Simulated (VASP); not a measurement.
# HgTe in VASP: notebook

HgTe is run at these levels: LDA; tasks: electric field gradients.

Program: VASP 6.6.1. These are calculated values, not measurements. Logs are shortened: lines on timing, memory, paths and dates and some standing lists are left out, and cuts for length are marked.

## (1) The cell of the first run

Symmetry: R3m, No. 160, trigonal system. Conventional cell: a = 4.627 Å, b = 4.627 Å, c = 10.832 Å, α = 90.00°, β = 90.00°, γ = 120.00°. Hg (site symmetry 3m) has 4 Te at 2.71 to 2.82 Å within 3.6 Å. Te (site symmetry 3m) has 4 Hg at 2.71 to 2.82 Å within 3.6 Å.

## (2) Electric field gradients, LDA (equal xy, yz and zx shear strains of -3 %)

The input, INCAR:

```
ALGO = Normal ; EDIFF = 1E-8
ENCUT = 520 ; ISIF = 2
ISMEAR = -1 ; LASPH = T
LCHARG = F ; LEFG = T
LREAL = F ; LWAVE = F
NBANDS = 16 ; NELM = 80
PREC = Accurate ; SIGMA = 0.03
```

The input, KPOINTS:

```
k-points
0
Gamma
  11 11 11
```

The input, POSCAR:

```
HgTe
1.0
   -0.0967050000      3.1751475000      3.1751475000
    3.1751475000     -0.0967050000      3.1751475000
    3.1751475000      3.1751475000     -0.0967050000
Hg Te
1 1
Direct
    0.0000000000      0.0000000000      0.0000000000
    0.7500000000      0.7500000000      0.7500000000
```

Potentials or basis: VASP PAW LDA potentials, release 64 (Hg, Te).

Run with:

```console
$ cat potpaw_LDA.64/Hg/POTCAR potpaw_LDA.64/Te/POTCAR > POTCAR
$ mpirun -np 1 vasp_std > vasp.out
```

OUTCAR:

```text
EDIFF = 1E-8
   ENCUT = 520
   ISIF = 2
   ISMEAR = -1
   LASPH = T
   LREAL = F
   NELM = 80
   PREC = Accurate

 ion  position               nearest neighbor table
   1  0.000  0.000  0.000-   2 2.71   2 2.82   2 2.82   2 2.82
   2  0.750  0.750  0.750-   1 2.71   1 2.82   1 2.82   1 2.82

  LATTYP: Found a trigonal (rhomboedric) cell.
 ALAT       =     4.4913778677
 COS(alpha) =     0.4693254694

  Lattice vectors:

 A1 = (  -0.0967050000,   3.1751475000,   3.1751475000)
 A2 = (   3.1751475000,  -0.0967050000,   3.1751475000)
 A3 = (   3.1751475000,   3.1751475000,  -0.0967050000)

Analysis of symmetry for initial positions (statically):
=====================================================================
 Subroutine PRICEL returns:
 Original cell was already a primitive cell.

 Routine SETGRP: Setting up the symmetry group for a
 trigonal (rhombohedral) supercell.

 Subroutine GETGRP returns: Found  6 space group operations
 (whereof  6 operations were pure point group operations)
 out of a pool of 12 trial point group operations.

The static configuration has the point symmetry C_3v.

Analysis of symmetry for dynamics (positions and initial velocities):
=====================================================================
 Subroutine PRICEL returns:
 Original cell was already a primitive cell.

 Routine SETGRP: Setting up the symmetry group for a
 trigonal (rhombohedral) supercell.

 Subroutine GETGRP returns: Found  6 space group operations
 (whereof  6 operations were pure point group operations)
 out of a pool of 12 trial point group operations.

The dynamic configuration has the point symmetry C_3v.

 Subroutine INISYM returns: Found  6 space group operations
 (whereof  6 operations are pure point group operations),
 and found     1 'primitive' translations

----------------------------------------------------------------------------------------

                                     Primitive cell

  volume of cell :      66.9448

  direct lattice vectors                    reciprocal lattice vectors
    -0.096705000  3.175147500  3.175147500    -0.150455450  0.155181800  0.155181800
     3.175147500 -0.096705000  3.175147500     0.155181800 -0.150455450  0.155181800
[... 126 lines left out ...]
  ---------------------------------------------------
  ext. energy  EPLUGINS =         0.00000000
  ---------------------------------------------------
  free energy    TOTEN  =        -5.01363249 eV

  energy without entropy =       -5.01356620  energy(sigma->0) =       -5.01359934

 E-fermi :   3.0660     XC(G=0):  -9.1368

 val. band max:        2.9535474986   @ k =   0.0000   0.0000   0.0000
 cond. band min:       3.1103025244   @ k =   0.0000   0.0000   0.0000
 fundamental gap:      0.1567550258
 Fermi energy:         3.0659964143

 k-point     1 :       0.0000    0.0000    0.0000
  band No.  band energies     occupation
      1      -9.1180      2.00000
      2      -4.4870      2.00000
      3      -4.4145      2.00000
      4      -4.4145      2.00000
      5      -3.8923      2.00000
      6      -3.8923      2.00000
[... 433 lines left out ...]
      3      -4.3173      2.00000
      4      -4.2138      2.00000
      5      -3.9095      2.00000
      6      -3.8622      2.00000
[... 8 lines left out ...]
     15      11.9438      0.00000
     16      12.2422      0.00000

 [... further k-points ...]

------------------------ aborting loop because EDIFF is reached ----------------------------------------

  FORCE on cell =-STRESS in cart. coord.  units (eV):
  Direction    XX          YY          ZZ          XY          YZ          ZX
  --------------------------------------------------------------------------------------
  -------------------------------------------------------------------------------------
  Total        0.0955109      0.0955109      0.0955109      0.5666225      0.5666225      0.5666225
  in kB        2.2858452      2.2858452      2.2858452     13.5608690     13.5608690     13.5608690
  external PRESSURE =       2.2858452 kB  Pullay stress =       0.0000000 kB

 VOLUME and BASIS-vectors are now :
 -----------------------------------------------------------------------------
  energy-cutoff  :      520.00
  volume of cell :       66.94
      direct lattice vectors                 reciprocal lattice vectors
    -0.096705000  3.175147500  3.175147500    -0.150455450  0.155181800  0.155181800
     3.175147500 -0.096705000  3.175147500     0.155181800 -0.150455450  0.155181800
     3.175147500  3.175147500 -0.096705000     0.155181800  0.155181800 -0.150455450

 POSITION                                       TOTAL-FORCE (eV/Angst)
 -----------------------------------------------------------------------------------
      0.00000      0.00000      0.00000         0.205814      0.205814      0.205814
      4.69019      4.69019      4.69019        -0.205814     -0.205814     -0.205814
 -----------------------------------------------------------------------------------
    total drift:                                0.000017      0.000017      0.000017

  FREE ENERGIE OF THE ION-ELECTRON SYSTEM (eV)
  ---------------------------------------------------
  free  energy   TOTEN  =        -5.0136324863 eV

  energy  without entropy=       -5.0135662008  energy(sigma->0) =       -5.01359934

 Electric field gradients (V/A^2)
---------------------------------------------------------------------
 ion       V_xx      V_yy      V_zz      V_xy      V_xz      V_yz
---------------------------------------------------------------------
   1       0.000    -0.000     0.000   -42.738   -42.738   -42.738
   2      -0.000     0.000     0.000    -4.687    -4.687    -4.687
---------------------------------------------------------------------

 Electric field gradients after diagonalization (V/A^2)
 (convention: |V_zz| > |V_xx| > |V_yy|)
----------------------------------------------------------------------
 ion       V_xx      V_yy      V_zz     asymmetry (V_yy - V_xx)/ V_zz
----------------------------------------------------------------------
   1      42.738    42.738   -85.475       0.000
   2       4.687     4.687    -9.375       0.000
----------------------------------------------------------------------

           NMR quadrupolar parameters

 Cq : quadrupolar parameter    Cq=e*Q*V_zz/h
 eta: asymmetry parameters     (V_yy - V_xx)/ V_zz
 Q  : nuclear electric quadrupole moment in mb (millibarn)
----------------------------------------------------------------------
 ion       Cq(MHz)       eta       Q (mb)
----------------------------------------------------------------------
   1      -0.207       0.000       1.000
   2      -0.023       0.000       1.000
----------------------------------------------------------------------
```

OSZICAR:

```text
N       E                     dE             d eps       ncg     rms          rms(c)
DAV:   1     0.105979243149E+03    0.10598E+03   -0.80392E+03  4688   0.975E+02
DAV:   2    -0.146039529808E+01   -0.10744E+03   -0.10054E+03  5384   0.230E+02
DAV:   3    -0.521038799303E+01   -0.37500E+01   -0.37361E+01  5840   0.444E+01
DAV:   4    -0.524590920020E+01   -0.35521E-01   -0.35519E-01  6880   0.395E+00
DAV:   5    -0.524602177707E+01   -0.11258E-03   -0.11258E-03  6152   0.194E-01    0.789E+00
DAV:   6    -0.503074577196E+01    0.21528E+00   -0.40559E-01  5712   0.881E+00    0.620E+00
DAV:   7    -0.501663683446E+01    0.14109E-01   -0.94289E-02  5720   0.214E+00    0.217E+00
DAV:   8    -0.501396807495E+01    0.26688E-02   -0.10715E-02  5024   0.122E+00    0.517E-01
DAV:   9    -0.501363722381E+01    0.33085E-03   -0.71272E-04  6224   0.298E-01    0.118E-01
DAV:  10    -0.501363162310E+01    0.56007E-05   -0.65902E-05  5784   0.731E-02    0.501E-02
DAV:  11    -0.501363352153E+01   -0.18984E-05   -0.14628E-05  6064   0.335E-02    0.261E-02
DAV:  12    -0.501363250803E+01    0.10135E-05   -0.24632E-06  5048   0.133E-02    0.124E-02
DAV:  13    -0.501363252377E+01   -0.15743E-07   -0.20808E-07  6032   0.262E-03    0.875E-03
DAV:  14    -0.501363248754E+01    0.36228E-07   -0.87044E-08  5808   0.352E-03    0.178E-03
DAV:  15    -0.501363248635E+01    0.11978E-08   -0.19746E-08  5096   0.780E-04
   1 F= -.50136325E+01 E0= -.50135993E+01  d E =-.662855E-04
```

It took 90 s on 1 thread of AMD EPYC 9R45 (Zen 5), shared host; peak memory 0.27 GiB.

What came out:

```
Free energy                             : -5.0136 eV
Pressure                                : 0.2 GPa
Largest force                           : 0.356 eV/Å
Band gap on the k mesh                  : 0.16 eV
Largest electric field gradient by atom : Hg -85.5; Te -9.4 V/Å²
```

Forces in eV/Å, atoms in the order of the input:
```
Hg   0.206  0.206  0.206
Te  -0.206 -0.206 -0.206
```

Levels at points of the mesh, in eV from the valence-band top:
| k point | band 7 | band 8 | band 9 | band 10 | band 11 | band 12 |
| --- | --- | --- | --- | --- | --- | --- |
| (0.00, 0.00, 0.00) | -0.85 | 0.00 | 0.00 | 0.16 | 4.02 | 4.02 |

Electric field gradients, principal values (V/Å²):
```
atom   least  middle  greatest (by size)
1 Hg  42.738  42.738             -85.475
2 Te   4.687   4.687              -9.375
```

Caveat: the cell differs from its parent crystal (equal xy, yz and zx shear strains of -3 %); without QUAD_EFG the Cq values of the log hold for a quadrupole moment of 1 mb, not for the nuclei; spin-orbit coupling is left out, which moves the levels of the heavy elements; an odd mesh through Γ misses points on the zone boundary, where band edges can lie.

## (3) Electric field gradients, LDA (equal xx and yy strain of -2 %)

The input, INCAR:

```
SYSTEM = HgTe
  PREC = Accurate
  ENCUT = 520
  EDIFF = 1E-8
  ISMEAR = -1
  SIGMA = 0.03
  LREAL = .False.
  LASPH = .True.
  NELM = 60
  ALGO = Normal
  ISIF = 2
  LWAVE = .False.
  LCHARG = .False.
  GGA = CA
  LEFG = .True.
  NBANDS = 16
```

The input, KPOINTS:

```
regular mesh
0
Gamma
  11 11 11
  0 0 0
```

The input, POSCAR:

```
HgTe
1.0
    0.0000000000      3.1590300000      3.2235000000
    3.1590300000      0.0000000000      3.2235000000
    3.1590300000      3.1590300000      0.0000000000
Hg Te
1 1
Direct
    0.0000000000      0.0000000000      0.0000000000
    0.7500000000      0.7500000000      0.7500000000
```

Potentials or basis: VASP PAW LDA potentials, release 64 (Hg, Te).

Run with:

```console
$ cat potpaw_LDA.64/Hg/POTCAR potpaw_LDA.64/Te/POTCAR > POTCAR
$ mpirun -np 1 vasp_std > vasp.out
```

OUTCAR:

```text
SYSTEM = HgTe
   PREC = Accurate
   ENCUT = 520
   EDIFF = 1E-8
   ISMEAR = -1
   LREAL = .False.
   LASPH = .True.
   NELM = 60
   ISIF = 2
   GGA = CA

 ion  position               nearest neighbor table
   1  0.000  0.000  0.000-   2 2.75   2 2.75   2 2.75   2 2.75
   2  0.750  0.750  0.750-   1 2.75   1 2.75   1 2.75   1 2.75

  LATTYP: Found a body centered tetragonal cell.
 ALAT       =     4.4675430699
 C/A-ratio  =     1.4430750636

  Lattice vectors:

 A1 = (  -3.1590300000,   0.0000000000,   3.2235000000)
 A2 = (   3.1590300000,   0.0000000000,   3.2235000000)
 A3 = (   0.0000000000,   3.1590300000,  -3.2235000000)

Analysis of symmetry for initial positions (statically):
=====================================================================
 Subroutine PRICEL returns:
 Original cell was already a primitive cell.

 Routine SETGRP: Setting up the symmetry group for a
 body centered tetragonal supercell.

 Subroutine GETGRP returns: Found  8 space group operations
 (whereof  8 operations were pure point group operations)
 out of a pool of 16 trial point group operations.

The static configuration has the point symmetry D_2d.

Analysis of symmetry for dynamics (positions and initial velocities):
=====================================================================
 Subroutine PRICEL returns:
 Original cell was already a primitive cell.

 Routine SETGRP: Setting up the symmetry group for a
 body centered tetragonal supercell.

 Subroutine GETGRP returns: Found  8 space group operations
 (whereof  8 operations were pure point group operations)
 out of a pool of 16 trial point group operations.

[... 160 lines left out ...]
      4      -4.2323      2.00000
      5      -3.6497      2.00000
      6      -3.6321      2.00000
[... 433 lines left out ...]
      3      -4.1226      2.00000
      4      -4.0229      2.00000
      5      -3.6633      2.00000
      6      -3.6084      2.00000
[... 8 lines left out ...]
     15      12.4894      0.00000
     16      12.7102      0.00000

 [... further k-points ...]

------------------------ aborting loop because EDIFF is reached ----------------------------------------

  FORCE on cell =-STRESS in cart. coord.  units (eV):
  Direction    XX          YY          ZZ          XY          YZ          ZX
  --------------------------------------------------------------------------------------
  -------------------------------------------------------------------------------------
  Total        0.8901315      0.8901315      0.7617164      0.0000000      0.0000000      0.0000000
  in kB       22.1666247     22.1666247     18.9687512      0.0000000      0.0000000      0.0000000
  external PRESSURE =      21.1006669 kB  Pullay stress =       0.0000000 kB

 VOLUME and BASIS-vectors are now :
 -----------------------------------------------------------------------------
  energy-cutoff  :      520.00
  volume of cell :       64.34
      direct lattice vectors                 reciprocal lattice vectors
     0.000000000  3.159030000  3.223500000    -0.158276433  0.158276433  0.155110904
     3.159030000  0.000000000  3.223500000     0.158276433 -0.158276433  0.155110904
     3.159030000  3.159030000  0.000000000     0.158276433  0.158276433 -0.155110904

 POSITION                                       TOTAL-FORCE (eV/Angst)
 -----------------------------------------------------------------------------------
      0.00000      0.00000      0.00000        -0.000000     -0.000000      0.000000
      4.73855      4.73855      4.83525         0.000000      0.000000     -0.000000
 -----------------------------------------------------------------------------------
    total drift:                               -0.000000     -0.000000      0.000000

  FREE ENERGIE OF THE ION-ELECTRON SYSTEM (eV)
  ---------------------------------------------------
  free  energy   TOTEN  =        -5.0203557366 eV

  energy  without entropy=       -5.0202394386  energy(sigma->0) =       -5.02029759

 Electric field gradients (V/A^2)
---------------------------------------------------------------------
 ion       V_xx      V_yy      V_zz      V_xy      V_xz      V_yz
---------------------------------------------------------------------
   1       6.715     6.715   -13.430    -0.001    -0.000    -0.000
   2      -5.228    -5.228    10.456    -0.000    -0.000    -0.000
---------------------------------------------------------------------

 Electric field gradients after diagonalization (V/A^2)
 (convention: |V_zz| > |V_xx| > |V_yy|)
----------------------------------------------------------------------
 ion       V_xx      V_yy      V_zz     asymmetry (V_yy - V_xx)/ V_zz
----------------------------------------------------------------------
   1       6.716     6.714   -13.430       0.000
   2      -5.228    -5.228    10.456       0.000
----------------------------------------------------------------------

           NMR quadrupolar parameters

 Cq : quadrupolar parameter    Cq=e*Q*V_zz/h
 eta: asymmetry parameters     (V_yy - V_xx)/ V_zz
 Q  : nuclear electric quadrupole moment in mb (millibarn)
----------------------------------------------------------------------
 ion       Cq(MHz)       eta       Q (mb)
----------------------------------------------------------------------
   1      -0.032       0.000       1.000
   2       0.025       0.000       1.000
----------------------------------------------------------------------
```

stdout:

```text
POSCAR found type information on POSCAR HgTe
 POSCAR found :  2 types and       2 ions
 scaLAPACK will be used
 LDA part: xc-table for (Slater(with rela. corr.)+CA(PZ))
 , standard interpolation
 POSCAR, INCAR and KPOINTS ok, starting setup
 FFT: planning ... GRIDC
 FFT: planning ... GRID_SOFT
 FFT: planning ... GRID
 WAVECAR not read
 entering main loop
ion   1

ion   2
```

Wall time 48 s (1 thread of Intel Xeon 6975P-C (Granite Rapids), shared host); peak memory 0.27 GiB.

Results:

- Free energy: -5.0204 eV
- Pressure: 2.1 GPa
- Band gap on the k mesh: zero (filled and empty bands touch)
- Largest electric field gradient by atom: Hg -13.4; Te +10.5 V/Å²

Levels at points of the mesh, in eV from the Fermi level:
| k point | band 5 | band 6 | band 7 | band 8 | band 9 | band 10 | band 11 | band 12 | band 13 | band 14 |
| --- | --- | --- | --- | --- | --- | --- | --- | --- | --- | --- |
| (0.00, 0.00, 0.00) | -7.13 | -7.11 | -0.79 | -0.09 | -0.01 | -0.01 | 4.03 | 4.03 | 4.03 | 6.18 |

Electric field gradients, principal values (V/Å²):
| atom | least | middle | greatest (by size) |
| --- | --- | --- | --- |
| 1 Hg | 6.714 | 6.716 | -13.430 |
| 2 Te | -5.228 | -5.228 | 10.456 |

Caveat: the cell differs from its parent crystal (equal xx and yy strain of -2 %); semilocal functionals underestimate gaps, so a narrow gap can read as zero; without QUAD_EFG the Cq values of the log hold for a quadrupole moment of 1 mb, not for the nuclei; spin-orbit coupling is left out, which moves the levels of the heavy elements.

(Part 1 of 3 ends here.)
